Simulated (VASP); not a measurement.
Set up this calculation in VASP 6.6.1, as the native input.

```
Task                   : single point
Functional             : r2SCAN
Potentials or basis    : VASP PAW PBE potentials, release 64 (Ag)
Cutoff                 : 520 eV
k mesh                 : 5 × 5 × 5
Occupations            : fermi-dirac, width 0.1 eV
Spin                   : no spin polarisation
Dipole correction      : no
Further INCAR settings : ALGO = Normal; EDIFF = 1e-06; NBANDS = 18
```

Crystal: Ag.

```
CELL_PARAMETERS angstrom
0.00000 3.04733 3.04733
3.04733 0.00000 3.04733
3.04733 3.04733 0.00000
ATOMIC_POSITIONS crystal
Ag 0.12500 0.12500 0.12500
Ag 0.87500 0.87500 0.87500
```

These files were run (other wordings do the same):

POSCAR

```
Ag
1.0
    0.0000000000      3.0473280881      3.0473280881
    3.0473280881      0.0000000000      3.0473280881
    3.0473280881      3.0473280881      0.0000000000
Ag
2
Direct
    0.1250000000      0.1250000000      0.1250000000
    0.8750000000      0.8750000000      0.8750000000
```

INCAR.step1

```
SYSTEM = Ag
  PREC = Accurate
  ENCUT = 520
  ISMEAR = -1
  SIGMA = 0.1
  LREAL = .FALSE.
  LASPH = .TRUE.
  NELM = 60
  NBANDS = 18
  GGA = PE
  ALGO = Normal
  EDIFF = 1E-4
  LWAVE = .TRUE.
  LCHARG = .FALSE.
```

INCAR.step2

```
SYSTEM = Ag
  PREC = Accurate
  ENCUT = 520
  EDIFF = 1E-6
  ISMEAR = -1
  SIGMA = 0.1
  LREAL = .FALSE.
  LASPH = .TRUE.
  NELM = 60
  ALGO = Normal
  ISIF = 2
  LWAVE = .FALSE.
  LCHARG = .FALSE.
  METAGGA = R2SCAN
  LMIXTAU = .TRUE.
  NBANDS = 18
  ISTART = 1
```

KPOINTS

```
Automatic mesh
0
G
  5 5 5
  0 0 0
```

Potentials or basis: VASP PAW PBE potentials, release 64 (Ag).

The run is started by

```console
$ cat potpaw_PBE.64/Ag/POTCAR > POTCAR
$ cp INCAR.step1 INCAR
$ mpirun -np 1 vasp_std > vasp.out
$ cp INCAR.step2 INCAR
$ mpirun -np 1 vasp_std > vasp.out
```

It gave:

```
Pressure : 0.0 GPa
```

Caveat: the PAW data sets were made with another functional, which shifts forces and pressure a little.

It took 42 s on 1 thread of Intel Xeon 8259CL, on a shared host, peak memory 0.18 GiB.
